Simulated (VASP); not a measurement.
# ReSb (F-43m) in VASP: a series of runs

Runs on ReSb. Level: PBEsol. Tasks: single point.

Program: VASP 6.6.1. These are calculated values, not measurements. Logs are shortened: lines on timing, memory, paths and dates and some standing lists are left out, and cuts for length are marked.

## 1. The cell of the first run

Symmetry: F-43m, No. 216, cubic system. Conventional cell: a = 5.956 Å, b = 5.956 Å, c = 5.956 Å, α = 90.00°, β = 90.00°, γ = 90.00°. Re (site symmetry -43m) has 4 Sb at 2.58 Å within 3.4 Å. Within 3.4 Å of Sb (site symmetry -43m) lie 4 Re at 2.58 Å.

## 2. Single point, PBEsol

File INCAR:

```
PREC = Accurate
ENCUT = 520
EDIFF = 1E-7
ISMEAR = 0
SIGMA = 0.05
LREAL = F
LASPH = T
NELM = 100
ALGO = Normal
ISIF = 2
LWAVE = F
LCHARG = F
GGA = PS
NBANDS = 13
```

File KPOINTS:

```
Automatic mesh
0
Gamma
  10 10 10
```

File POSCAR:

```
ReSb
1.0
    0.0000000000      2.9779977602      2.9779977602
    2.9779977602      0.0000000000      2.9779977602
    2.9779977602      2.9779977602      0.0000000000
Re Sb
1 1
Direct
    0.0000000000      0.0000000000      0.0000000000
    0.2500000000      0.2500000000      0.2500000000
```

Potentials or basis: VASP PAW PBE potentials, release 64 (Re, Sb).

Run with:

```sh
cat potpaw_PBE.64/Re/POTCAR potpaw_PBE.64/Sb/POTCAR > POTCAR
mpirun -np 1 vasp_std > vasp.out
```

OUTCAR:

```text
PREC = Accurate
   ENCUT = 520
   EDIFF = 1E-7
   ISMEAR = 0
   LREAL = F
   LASPH = T
   NELM = 100
   ISIF = 2
   GGA = PS

 ion  position               nearest neighbor table
   1  0.000  0.000  0.000-   2 2.58   2 2.58   2 2.58   2 2.58
   2  0.250  0.250  0.250-   1 2.58   1 2.58   1 2.58   1 2.58

  LATTYP: Found a face centered cubic cell.
 ALAT       =     5.9559955204

  Lattice vectors:

 A1 = (   0.0000000000,   2.9779977602,   2.9779977602)
 A2 = (   2.9779977602,   0.0000000000,   2.9779977602)
 A3 = (   2.9779977602,   2.9779977602,   0.0000000000)

Analysis of symmetry for initial positions (statically):
=====================================================================
 Subroutine PRICEL returns:
 Original cell was already a primitive cell.

 Routine SETGRP: Setting up the symmetry group for a
 face centered cubic supercell.

 Subroutine GETGRP returns: Found 24 space group operations
 (whereof 24 operations were pure point group operations)
 out of a pool of 48 trial point group operations.

The static configuration has the point symmetry T_d .

Analysis of symmetry for dynamics (positions and initial velocities):
=====================================================================
 Subroutine PRICEL returns:
 Original cell was already a primitive cell.

 Routine SETGRP: Setting up the symmetry group for a
 face centered cubic supercell.

 Subroutine GETGRP returns: Found 24 space group operations
 (whereof 24 operations were pure point group operations)
 out of a pool of 48 trial point group operations.

The dynamic configuration has the point symmetry T_d .

 Subroutine INISYM returns: Found 24 space group operations
 (whereof 24 operations are pure point group operations),
 and found     1 'primitive' translations

----------------------------------------------------------------------------------------

                                     Primitive cell

  volume of cell :      52.8206

  direct lattice vectors                    reciprocal lattice vectors
     0.000000000  2.977997760  2.977997760    -0.167898044  0.167898044  0.167898044
     2.977997760  0.000000000  2.977997760     0.167898044 -0.167898044  0.167898044
     2.977997760  2.977997760  0.000000000     0.167898044  0.167898044 -0.167898044

  length of vectors
     4.211524821  4.211524821  4.211524821     0.290807943  0.290807943  0.290807943

  position of ions in fractional coordinates (direct lattice)
     0.000000000  0.000000000  0.000000000
[... 81 lines left out ...]
   NSW    =      0    number of steps for IOM
   IBRION =     -1    ionic relax: 0-MD 1-quasi-New 2-CG
   NFREE  =      0    steps in history (QN), initial steepest desc. (CG)
   ISIF   =      2    stress and relaxation
   ISYM   =      2    0-nonsym 1-usesym 2-fastsym
   POTIM  = 0.5000    time-step for ionic-motion
   TEBEG  =    0.0;   TEEND  =   0.0 temperature during run
   PSTRESS=    0.0 pullay stress
   NELECT =      12.0000    total number of electrons
   NUPDOWN=      -1.0000    fix difference up-down
   EMIN   =  10.00;   EMAX   =-10.00  energy-range for DOS
   EFERMI =   0.00;   METHOD = LEGACY
   ISMEAR =     0;   SIGMA  =   0.05  broadening in eV -4-tet -1-fermi 0-gaus
   EFERMI_NEDOS =   21; number of points for ismear=-14 and -15
   IALGO  =     38    algorithm
   IMIX   =      4    mixing-type and parameters
     AMIX     =   0.40;   BMIX     =  1.00
     AMIX_MAG =   1.60;   BMIX_MAG =  1.00
  volume/ion in A,a.u.               =      26.41       178.23
  Fermi-wavevector in a.u.,A,eV,Ry     =   0.998928  1.887700 13.576672  0.997857
  Thomas-Fermi vector in A             =   2.131184
   LORBIT       =      0    0 simple, 1 ext, 2 COOP (PROOUT), +10 PAW based schemes
   GGA     = PS    functional components
   LHFCALC =     F    Hartree Fock is set to
   AEXX    =    0.0000 exact exchange contribution
   IVDW    =     0    specifies the selected vdW correction
   LEPSILON=     F    determine dielectric tensor
   LRPA    =     F    only Hartree local field effects (RPA)
 non-spin polarized calculation
 Gauss-broadening in eV      SIGMA  =   0.05
  energy-cutoff  :      520.00
  volume of cell :       52.82
 maximum number of plane-waves:      1440
   NGX = 15   NGY = 15   NGZ = 15

 number of electron      12.0000001 magnetization

 Free energy of the ion-electron system (eV)
  ---------------------------------------------------
  ext. energy  EPLUGINS =         0.00000000
  ---------------------------------------------------
  free energy    TOTEN  =       -14.72400715 eV

  energy without entropy =      -14.71930457  energy(sigma->0) =      -14.72165586

 E-fermi :   4.7709     XC(G=0): -10.1797

 val. band max:        4.7394639643   @ k =   0.5000   0.3000   0.0000
 cond. band min:       4.7761404671   @ k =   0.5000   0.3000   0.0000
 fundamental gap:      0.0366765028
 Fermi energy:         4.7708986530

 k-point     1 :       0.0000    0.0000    0.0000
  band No.  band energies     occupation
      1      -5.8979      2.00000
      2       1.8585      2.00000
      3       1.8585      2.00000
      4       1.8585      2.00000
      5       4.4740      2.00000
      6       4.4740      2.00000
      7       8.6784      0.00000
      8      11.0287      0.00000
      9      11.0287      0.00000
     10      11.0287      0.00000
     11      11.8878      0.00000
     12      11.8878      0.00000
     13      11.8878      0.00000
[... 354 lines left out ...]
  band No.  band energies     occupation
      1      -4.5090      2.00000
      2       0.4397      2.00000
      3       2.5274      2.00000
      4       2.6548      2.00000
      5       3.8157      2.00000
      6       4.7787      0.82517
      7       5.5426      0.00000
      8       6.7865      0.00000
      9       6.9890      0.00000
     10      11.0477      0.00000
     11      11.8268      0.00000
     12      15.0802      0.00000
     13      15.6030      0.00000

 [... further k-points ...]
[... 5 lines left out ...]
  --------------------------------------------------------------------------------------
  -------------------------------------------------------------------------------------
  Total       -0.0605165     -0.0605165     -0.0605165      0.0000000      0.0000000      0.0000000
  in kB       -1.8356138     -1.8356138     -1.8356138      0.0000000      0.0000000      0.0000000
  external PRESSURE =      -1.8356138 kB  Pullay stress =       0.0000000 kB

 VOLUME and BASIS-vectors are now :
 -----------------------------------------------------------------------------
  energy-cutoff  :      520.00
  volume of cell :       52.82
      direct lattice vectors                 reciprocal lattice vectors
     0.000000000  2.977997760  2.977997760    -0.167898044  0.167898044  0.167898044
     2.977997760  0.000000000  2.977997760     0.167898044 -0.167898044  0.167898044
     2.977997760  2.977997760  0.000000000     0.167898044  0.167898044 -0.167898044

 POSITION                                       TOTAL-FORCE (eV/Angst)
 -----------------------------------------------------------------------------------
      0.00000      0.00000      0.00000        -0.000000     -0.000000     -0.000000
      1.48900      1.48900      1.48900         0.000000      0.000000      0.000000
 -----------------------------------------------------------------------------------
    total drift:                               -0.000000     -0.000000     -0.000000

  FREE ENERGIE OF THE ION-ELECTRON SYSTEM (eV)
  ---------------------------------------------------
  free  energy   TOTEN  =       -14.7240071459 eV

  energy  without entropy=      -14.7193045659  energy(sigma->0) =      -14.72165586
```

Run time: 30 s. Hardware: 1 thread of Intel Xeon Platinum 8375C at 2.90GHz (Ice Lake), shared host; peak memory 0.19 GiB.

Results:

- Free energy: -14.7240 eV
- Pressure: -0.2 GPa
- Band gap on the k mesh: zero (band 6 reaches 4.83 eV, above the bottom of band 7 at 4.71 eV)

Caveat: the PAW data sets were made with another functional, which shifts forces and pressure a little; spin-orbit coupling is left out, which moves the levels of the heavy elements.

## 3. Single point, PBEsol

This run uses another cell than the first one, of 26.34 Å³/atom, 0.997 times its volume.

File INCAR:

```
ALGO     = Normal         # electronic algorithm
EDIFF    = 1E-6           # SCF threshold, eV
ENCUT    = 520            # plane-wave cutoff, eV
GGA      = PS             # functional
ISIF     = 2              # what is computed and relaxed
ISMEAR   = 0              # smearing method
LASPH    = T              # aspherical terms in the spheres
LCHARG   = F              # write CHGCAR
LREAL    = F              # projectors in reciprocal space
LWAVE    = F              # write WAVECAR
NBANDS   = 13             # bands
NELM     = 60             # most SCF steps
PREC     = Accurate       # precision mode
SIGMA    = 0.05           # smearing width, eV
```

File KPOINTS:

```
k-points
0
Gamma
  10 10 10
```

File POSCAR:

```
ReSb
1.0
    0.0000000000      2.9753124566      2.9753124566
    2.9753124566      0.0000000000      2.9753124566
    2.9753124566      2.9753124566      0.0000000000
Re Sb
1 1
Direct
    0.0000000000      0.0000000000      0.0000000000
    0.2500000000      0.2500000000      0.2500000000
```

Potentials or basis: VASP PAW PBE potentials, release 64 (Re, Sb).

Run with:

```sh
cat potpaw_PBE.64/Re/POTCAR potpaw_PBE.64/Sb/POTCAR > POTCAR
mpirun -np 1 vasp_std > vasp.out
```

Wall time 27 s (1 thread of Intel Xeon Platinum 8375C at 2.90GHz (Ice Lake), shared host); peak memory 0.19 GiB.

Results (log left out):

| Item | Value |
| --- | --- |
| Free energy | -14.7240 eV |
| Pressure | 0.1 GPa |
| Band gap on the k mesh | zero (band 6 reaches 4.85 eV, above the bottom of band 7 at 4.73 eV) |

Levels at points of the mesh, in eV from the Fermi level:
```
           k point  band 2  band 3  band 4  band 5  band 6  band 7  band 8  band 9  band 10  band 11
(0.00, 0.00, 0.00)   -2.92   -2.92   -2.92   -0.30   -0.30    3.92    6.28    6.28     6.28     7.13
(0.50, 0.00, 0.00)   -4.26   -2.58   -2.58   -0.08   -0.08   -0.06    3.42    3.42     4.95     9.04
(0.50, 0.50, 0.00)   -4.74   -1.64   -1.64   -0.98   -0.20    0.10    1.00    1.00     6.63     6.83
```

Caveat: the PAW data sets were made with another functional, which shifts forces and pressure a little; spin-orbit coupling is left out, which moves the levels of the heavy elements.

## 4. Single point, PBEsol (volume scaled by 1.020)

File INCAR:

```
PREC = Accurate ; ENCUT = 520
EDIFF = 1E-6 ; ISMEAR = 0
SIGMA = 0.05 ; LREAL = F
LASPH = T ; NELM = 60
ALGO = Normal ; ISIF = 2
LWAVE = F ; LCHARG = F
GGA = PS ; NBANDS = 13
```

File KPOINTS:

```
regular mesh
0
Gamma
  10 10 10
```

File POSCAR:

```
ReSb
1.0
    0.0000000000      2.9950170869      2.9950170869
    2.9950170869      0.0000000000      2.9950170869
    2.9950170869      2.9950170869      0.0000000000
Re Sb
1 1
Direct
    0.0000000000      0.0000000000      0.0000000000
    0.2500000000      0.2500000000      0.2500000000
```

Run with:

```sh
cat potpaw_PBE.64/Re/POTCAR potpaw_PBE.64/Sb/POTCAR > POTCAR
mpirun -np 1 vasp_std > vasp.out
```

Wall time 20 s (1 thread of Intel Xeon Platinum 8375C at 2.90GHz (Ice Lake), shared host); peak memory 0.19 GiB.

It converged, with:

```yaml
Free_energy: -14.7180 eV
Pressure: -1.9 GPa
Band_gap_on_the_k_mesh: zero (band 6 reaches 4.67 eV, above the bottom of band 7 at 4.55 eV)
```

Levels at points of the mesh, in eV from the Fermi level:
```csv
k point,band 2,band 3,band 4,band 5,band 6,band 7,band 8,band 9,band 10,band 11
"(0.00, 0.00, 0.00)",-2.87,-2.87,-2.87,-0.29,-0.29,3.80,6.14,6.14,6.14,7.02
"(0.50, 0.00, 0.00)",-4.20,-2.53,-2.53,-0.08,-0.08,-0.07,3.34,3.34,4.86,8.90
"(0.50, 0.50, 0.00)",-4.67,-1.64,-1.64,-0.94,-0.22,0.10,0.99,0.99,6.53,6.67
```

Caveat: the cell differs from its parent crystal (volume scaled by 1.020); the PAW data sets were made with another functional, which shifts forces and pressure a little; spin-orbit coupling is left out, which moves the levels of the heavy elements.

## 5. Single point, PBEsol (volume scaled by 1.040)

File INCAR:

```
SYSTEM = ReSb
PREC = Accurate ; ENCUT = 520
EDIFF = 1E-6 ; ISMEAR = 0
SIGMA = 0.05 ; LREAL = .False.
LASPH = .True. ; NELM = 60
ALGO = Normal ; ISIF = 2
LWAVE = .False. ; LCHARG = .False.
GGA = PS ; NBANDS = 13
```

File KPOINTS:

```
regular mesh
0
Gamma
  10 10 10
  0 0 0
```

File POSCAR:

```
ReSb
1.0
    0.0000000000      3.0144657947      3.0144657947
    3.0144657947      0.0000000000      3.0144657947
    3.0144657947      3.0144657947      0.0000000000
Re Sb
1 1
Direct
    0.0000000000      0.0000000000      0.0000000000
    0.2500000000      0.2500000000      0.2500000000
```

Run with:

```sh
cat potpaw_PBE.64/Re/POTCAR potpaw_PBE.64/Sb/POTCAR > POTCAR
mpirun -np 1 vasp_std > vasp.out
```

It took 27 s on 1 thread of Intel Xeon Platinum 8375C at 2.90GHz (Ice Lake), shared host; peak memory 0.19 GiB.

It converged, with:

* Free energy: -14.6989 eV
* Pressure: -3.8 GPa
* Band gap on the k mesh: zero (band 6 reaches 4.50 eV, above the bottom of band 7 at 4.37 eV)

Levels at points of the mesh, in eV from the Fermi level:
```csv
k point,band 3,band 4,band 5,band 6,band 7,band 8,band 9,band 10
"(0.00, 0.00, 0.00)",-2.82,-2.82,-0.28,-0.28,3.68,6.00,6.00,6.00
"(0.50, 0.00, 0.00)",-2.49,-2.49,-0.08,-0.08,-0.07,3.27,3.27,4.77
"(0.50, 0.50, 0.00)",-1.63,-1.63,-0.90,-0.23,0.10,0.97,0.97,6.44
```

Caveat: the cell differs from its parent crystal (volume scaled by 1.040); the PAW data sets were made with another functional, which shifts forces and pressure a little; spin-orbit coupling is left out, which moves the levels of the heavy elements.

## 6. Summary

```tsv
cell	gap on the mesh (eV)	pressure (GPa)
a = 4.212 Å, angles 60.0°, 2 atoms	none	-0.2
a = 4.208 Å, angles 60.0°, 2 atoms	none	0.1
a = 4.236 Å, angles 60.0°, 2 atoms	none	-1.9
a = 4.263 Å, angles 60.0°, 2 atoms	none	-3.8
```

Alike in all rows: task single point; level PBEsol; potentials or basis VASP PAW PBE potentials, release 64 (Re, Sb); no spin polarisation; k mesh 10 × 10 × 10; cutoff (eV) 520; smearing gaussian 0.05 eV.

Caveats: the PAW data sets were made with another functional, which shifts forces and pressure a little; spin-orbit coupling is left out, which moves the levels of the heavy elements.

Total energies depend on the potentials used, so only differences within one code and one set of settings carry meaning.
